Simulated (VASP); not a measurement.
# ZnO (Pm-3m) in VASP: a series of runs, part 2 of 2

VASP 6.6.1. The steps go on from the part before.

## (4) Single point, PBE

Input file INCAR:

```
PREC     = Accurate       # precision mode
ENCUT    = 910            # plane-wave cutoff, eV
EDIFF    = 1E-6           # SCF threshold, eV
ISMEAR   = -1             # smearing method
SIGMA    = 0.02           # smearing width, eV
LREAL    = False          # projectors in reciprocal space
LASPH    = True           # aspherical terms in the spheres
NELM     = 120            # most SCF steps
ALGO     = Normal         # electronic algorithm
ISIF     = 2              # what is computed and relaxed
LWAVE    = False          # write WAVECAR
LCHARG   = False          # write CHGCAR
GGA      = PE             # functional
NBANDS   = 16             # bands
GGA_COMPAT= False
```

Input file KPOINTS:

```
Automatic mesh
0
Gamma
  3 3 3
```

Input file POSCAR:

```
ZnO
1.0
    2.6461709590      0.0000000000      0.0000000000
    0.0000000000      2.6461709590      0.0000000000
    0.0000000000      0.0000000000      2.6461709590
Zn O
1 1
Direct
    0.0000000000      0.0000000000      0.0000000000
    0.5000000000      0.5000000000      0.5000000000
```

Potentials or basis: VASP PAW PBE potentials, release 64 (Zn, O_h).

Command:

```sh
$ cat potpaw_PBE.64/Zn/POTCAR potpaw_PBE.64/O_h/POTCAR > POTCAR
$ mpirun -np 1 vasp_std > vasp.out
```

OUTCAR:

```text
PREC = Accurate
   ENCUT = 910
   EDIFF = 1E-6
   ISMEAR = -1
   LREAL = False
   LASPH = True
   NELM = 120
   ISIF = 2
   GGA = PE

 ion  position               nearest neighbor table
   1  0.000  0.000  0.000-
   2  0.500  0.500  0.500-

  LATTYP: Found a simple cubic cell.
 ALAT       =     2.6461709590

  Lattice vectors:

 A1 = (   2.6461709590,   0.0000000000,   0.0000000000)
 A2 = (   0.0000000000,   2.6461709590,   0.0000000000)
 A3 = (   0.0000000000,   0.0000000000,   2.6461709590)

Analysis of symmetry for initial positions (statically):
=====================================================================
 Subroutine PRICEL returns:
 Original cell was already a primitive cell.

 Routine SETGRP: Setting up the symmetry group for a
 simple cubic supercell.

 Subroutine GETGRP returns: Found 48 space group operations
 (whereof 48 operations were pure point group operations)
 out of a pool of 48 trial point group operations.

[... 137 lines left out ...]
  free energy    TOTEN  =        -7.30454591 eV

  energy without entropy =       -7.29943207  energy(sigma->0) =       -7.30198899

 E-fermi :   3.8616     XC(G=0): -12.7722

 val. band max:        3.8135689041   @ k =   0.3333   0.3333   0.0000
 cond. band min:       7.5505983155   @ k =   0.3333   0.0000   0.0000
 fundamental gap:      3.7370294114
 Fermi energy:         3.8615544174

 k-point     1 :       0.0000    0.0000    0.0000
  band No.  band energies     occupation
      1     -14.8591      2.00000
      2      -2.5357      2.00000
      3      -2.5357      2.00000
      4      -1.3361      2.00000
      5      -1.3361      2.00000
      6      -1.3361      2.00000
[... 53 lines left out ...]
      3      -2.7980      2.00000
      4      -1.9465      2.00000
      5      -1.4845      2.00000
      6      -1.4845      2.00000
[... 8 lines left out ...]
     15      24.7884      0.00000
     16      25.6397      0.00000

------------------------ aborting loop because EDIFF is reached ----------------------------------------

  FORCE on cell =-STRESS in cart. coord.  units (eV):
  Direction    XX          YY          ZZ          XY          YZ          ZX
  --------------------------------------------------------------------------------------
  -------------------------------------------------------------------------------------
  Total        1.4027561      1.4027561      1.4027561     -0.0000000      0.0000000      0.0000000
  in kB      121.2939246    121.2939246    121.2939246     -0.0000000      0.0000000      0.0000000
  external PRESSURE =     121.2939246 kB  Pullay stress =       0.0000000 kB

 VOLUME and BASIS-vectors are now :
 -----------------------------------------------------------------------------
  energy-cutoff  :      910.00
  volume of cell :       18.53
      direct lattice vectors                 reciprocal lattice vectors
     2.646170959  0.000000000  0.000000000     0.377904533  0.000000000  0.000000000
     0.000000000  2.646170959  0.000000000     0.000000000  0.377904533  0.000000000
     0.000000000  0.000000000  2.646170959     0.000000000  0.000000000  0.377904533

 POSITION                                       TOTAL-FORCE (eV/Angst)
 -----------------------------------------------------------------------------------
      0.00000      0.00000      0.00000         0.000000      0.000000      0.000000
      1.32309      1.32309      1.32309         0.000000      0.000000      0.000000
 -----------------------------------------------------------------------------------
    total drift:                               -0.000000      0.000000      0.000000

  FREE ENERGIE OF THE ION-ELECTRON SYSTEM (eV)
  ---------------------------------------------------
  free  energy   TOTEN  =        -7.3045459089 eV

  energy  without entropy=       -7.2994320654  energy(sigma->0) =       -7.30198899
```

OSZICAR:

```text
N       E                     dE             d eps       ncg     rms          rms(c)
DAV:   1     0.137916404045E+03    0.13792E+03   -0.14064E+04   128   0.263E+03
DAV:   2     0.191133122137E+01   -0.13601E+03   -0.12272E+03   168   0.419E+02
DAV:   3    -0.905048962092E+01   -0.10962E+02   -0.10733E+02   136   0.971E+01
DAV:   4    -0.913021033898E+01   -0.79721E-01   -0.79700E-01   160   0.931E+00
DAV:   5    -0.913042653383E+01   -0.21619E-03   -0.21619E-03   160   0.517E-01    0.895E+00
DAV:   6    -0.738498642764E+01    0.17454E+01   -0.31803E+00   176   0.593E+01    0.620E+00
DAV:   7    -0.732981214151E+01    0.55174E-01   -0.41684E-01   144   0.122E+01    0.317E+00
DAV:   8    -0.730646635316E+01    0.23346E-01   -0.97659E-02   128   0.311E+00    0.601E-01
DAV:   9    -0.730451216800E+01    0.19542E-02   -0.32680E-03   160   0.979E-01    0.128E-01
DAV:  10    -0.730457419989E+01   -0.62032E-04   -0.15686E-03   152   0.402E-01    0.692E-02
DAV:  11    -0.730454940841E+01    0.24791E-04   -0.77935E-05   168   0.122E-01    0.196E-02
DAV:  12    -0.730454689729E+01    0.25111E-05   -0.90328E-06   144   0.290E-02    0.798E-03
DAV:  13    -0.730454590893E+01    0.98836E-06   -0.19282E-06   128   0.167E-02
   1 F= -.73045459E+01 E0= -.73019890E+01  d E =-.511384E-02
```

stdout:

```text
POSCAR found type information on POSCAR ZnO
 POSCAR found :  2 types and       2 ions
 scaLAPACK will be used
 LDA part: xc-table for (Slater+PW92), standard interpolation
 POSCAR, INCAR and KPOINTS ok, starting setup
 FFT: planning ... GRIDC
 FFT: planning ... GRID_SOFT
 FFT: planning ... GRID
 WAVECAR not read
 entering main loop
```

Run time: 5.2 s. Hardware: 1 thread of Intel Xeon Platinum 8259CL at 2.50GHz (Skylake/Cascade Lake), shared host; peak memory 0.15 GiB.

Results:

| Quantity | Value |
| --- | --- |
| Free energy | -7.3045 eV |
| Pressure | 12.1 GPa |
| Band gap on the k mesh | zero (band 9 reaches 3.81 eV, above the bottom of band 10 at 3.40 eV) |

Caveat: the k points lie up to 0.79 Å⁻¹ apart; the cutoff is under 1.25 times the usual one of these potentials, so pressure, stress and relaxed cells hold a basis-set (Pulay) error.

## (5) Single point, PBE

Input file INCAR:

```
SYSTEM = ZnO
PREC     = Accurate       ! precision mode
ENCUT    = 600            ! plane-wave cutoff, eV
EDIFF    = 1E-6           ! SCF threshold, eV
ISMEAR   = -1             ! smearing method
SIGMA    = 0.02           ! smearing width, eV
LREAL    = .False.        ! projectors in reciprocal space
LASPH    = .True.         ! aspherical terms in the spheres
NELM     = 120            ! most SCF steps
ALGO     = Normal         ! electronic algorithm
ISIF     = 2              ! what is computed and relaxed
LWAVE    = .False.        ! write WAVECAR
LCHARG   = .True.         ! write CHGCAR
GGA      = PE             ! functional
LELF     = .True.         ! ELF
LVHAR    = .True.       
NBANDS   = 16             ! bands
GGA_COMPAT= .False.
```

Input file KPOINTS:

```
Automatic mesh
0
Gamma
  5 5 5
  0 0 0
```

POSCAR is that of step 4.

Potentials or basis: VASP PAW PBE potentials, release 64 (Zn, O).

Command:

```sh
$ cat potpaw_PBE.64/Zn/POTCAR potpaw_PBE.64/O/POTCAR > POTCAR
$ mpirun -np 1 vasp_std > vasp.out
```

OUTCAR:

```text
SYSTEM = ZnO
   PREC = Accurate
   ENCUT = 600
   EDIFF = 1E-6
   ISMEAR = -1
   LREAL = .False.
   LASPH = .True.
   NELM = 120
   ISIF = 2
   GGA = PE

 ion  position               nearest neighbor table
   1  0.000  0.000  0.000-   2 2.29   2 2.29   2 2.29   2 2.29   2 2.29   2 2.29   2 2.29   2 2.29

   2  0.500  0.500  0.500-   1 2.29   1 2.29   1 2.29   1 2.29   1 2.29   1 2.29   1 2.29   1 2.29

  LATTYP: Found a simple cubic cell.
 ALAT       =     2.6461709590

  Lattice vectors:

 A1 = (   2.6461709590,   0.0000000000,   0.0000000000)
 A2 = (   0.0000000000,   2.6461709590,   0.0000000000)
 A3 = (   0.0000000000,   0.0000000000,   2.6461709590)

Analysis of symmetry for initial positions (statically):
=====================================================================
 Subroutine PRICEL returns:
 Original cell was already a primitive cell.

 Routine SETGRP: Setting up the symmetry group for a
 simple cubic supercell.

 Subroutine GETGRP returns: Found 48 space group operations
 (whereof 48 operations were pure point group operations)
 out of a pool of 48 trial point group operations.

[... 146 lines left out ...]

 E-fermi :   3.5240     XC(G=0): -12.7720

 val. band max:        3.4597156647   @ k =   0.4000   0.0000   0.0000
 cond. band min:       5.4886224283   @ k =   0.2000   0.0000   0.0000
 fundamental gap:      2.0289067636
 Fermi energy:         3.5240375443

 k-point     1 :       0.0000    0.0000    0.0000
  band No.  band energies     occupation
      1     -15.2734      2.00000
      2      -2.9741      2.00000
      3      -2.9741      2.00000
      4      -1.7749      2.00000
      5      -1.7749      2.00000
      6      -1.7749      2.00000
[... 167 lines left out ...]
      3      -3.5490      2.00000
      4      -3.1626      2.00000
      5      -1.6610      2.00000
      6      -1.6610      2.00000
[... 8 lines left out ...]
     15      24.6661      0.00000
     16      24.6661      0.00000

------------------------ aborting loop because EDIFF is reached ----------------------------------------

  FORCE on cell =-STRESS in cart. coord.  units (eV):
  Direction    XX          YY          ZZ          XY          YZ          ZX
  --------------------------------------------------------------------------------------
  -------------------------------------------------------------------------------------
  Total        1.0868486      1.0868486      1.0868486     -0.0000000      0.0000000     -0.0000000
  in kB       93.9779466     93.9779466     93.9779466     -0.0000000      0.0000000     -0.0000000
  external PRESSURE =      93.9779466 kB  Pullay stress =       0.0000000 kB

 VOLUME and BASIS-vectors are now :
 -----------------------------------------------------------------------------
  energy-cutoff  :      600.00
  volume of cell :       18.53
      direct lattice vectors                 reciprocal lattice vectors
     2.646170959  0.000000000  0.000000000     0.377904533  0.000000000  0.000000000
     0.000000000  2.646170959  0.000000000     0.000000000  0.377904533  0.000000000
     0.000000000  0.000000000  2.646170959     0.000000000  0.000000000  0.377904533

 POSITION                                       TOTAL-FORCE (eV/Angst)
 -----------------------------------------------------------------------------------
      0.00000      0.00000      0.00000         0.000000      0.000000      0.000000
      1.32309      1.32309      1.32309         0.000000      0.000000      0.000000
 -----------------------------------------------------------------------------------
    total drift:                                0.000000      0.000000     -0.000000

  FREE ENERGIE OF THE ION-ELECTRON SYSTEM (eV)
  ---------------------------------------------------
  free  energy   TOTEN  =        -7.4500260434 eV

  energy  without entropy=       -7.4485327379  energy(sigma->0) =       -7.44927939
```

OSZICAR:

```text
N       E                     dE             d eps       ncg     rms          rms(c)
DAV:   1     0.966012568088E+02    0.96601E+02   -0.10587E+04   328   0.190E+03
DAV:   2    -0.458870723361E+01   -0.10119E+03   -0.90073E+02   360   0.320E+02
DAV:   3    -0.920279623236E+01   -0.46141E+01   -0.45947E+01   368   0.679E+01
DAV:   4    -0.922248707522E+01   -0.19691E-01   -0.19690E-01   384   0.433E+00
DAV:   5    -0.922254361594E+01   -0.56541E-04   -0.56541E-04   400   0.223E-01    0.868E+00
DAV:   6    -0.750626360637E+01    0.17163E+01   -0.30013E+00   448   0.616E+01    0.616E+00
DAV:   7    -0.747989900308E+01    0.26365E-01   -0.57071E-01   328   0.119E+01    0.319E+00
DAV:   8    -0.745274735317E+01    0.27152E-01   -0.77765E-02   320   0.259E+00    0.638E-01
DAV:   9    -0.744999024975E+01    0.27571E-02   -0.36532E-03   432   0.118E+00    0.976E-02
DAV:  10    -0.745001379009E+01   -0.23540E-04   -0.71389E-04   336   0.236E-01    0.548E-02
DAV:  11    -0.745002690605E+01   -0.13116E-04   -0.25563E-05   384   0.499E-02    0.535E-03
DAV:  12    -0.745002604337E+01    0.86268E-06   -0.96700E-07   248   0.141E-02
   1 F= -.74500260E+01 E0= -.74492794E+01  d E =-.149331E-02
```

It used 8.1 s of CPU time on 1 thread of AMD EPYC 7R13 Processor (Zen 3), on a shared host.

What came out:

```yaml
Free_energy: -7.4500 eV
Pressure: 9.4 GPa
Band_gap_on_the_k_mesh: zero (band 9 reaches 3.46 eV, above the bottom of band 10 at 2.98 eV)
```

Caveat: the k points lie up to 0.47 Å⁻¹ apart.

## (6) Overview

```tsv
level	potentials or basis	k mesh	cutoff (eV)	grid for exact exchange (PRECFOCK)	share of exact exchange	screening parameter	second run	gap on the mesh (eV)	pressure (GPa)
PBE-based screened hybrid	VASP PAW PBE potentials, release 64 (Zn, O)	4 × 4 × 4	520	Normal	0.05	0.5 1/Å	-	none	9.0
PBE-based screened hybrid	VASP PAW PBE potentials, release 64 (Zn, O)	4 × 4 × 4	520	Normal	1	0.5 1/Å	-	3.49	-12.3
PBE	VASP PAW PBE potentials, release 64 (Zn, O_h)	3 × 3 × 3	910	-	-	-	hard_potentials	none	12.1
PBE	VASP PAW PBE potentials, release 64 (Zn, O)	5 × 5 × 5	600	-	-	-	-	none	9.4
```

Alike in all rows: task single point; no spin polarisation; cell as given; smearing fermi-dirac 0.02 eV.

Caveats: all runs use coarse meshes; the PAW data sets were made with another functional, which shifts forces and pressure a little (some runs); the cutoff is under 1.25 times the usual one of these potentials, so pressure, stress and relaxed cells hold a basis-set (Pulay) error (some runs).

Absolute energies hang on the potentials; compare differences alone.
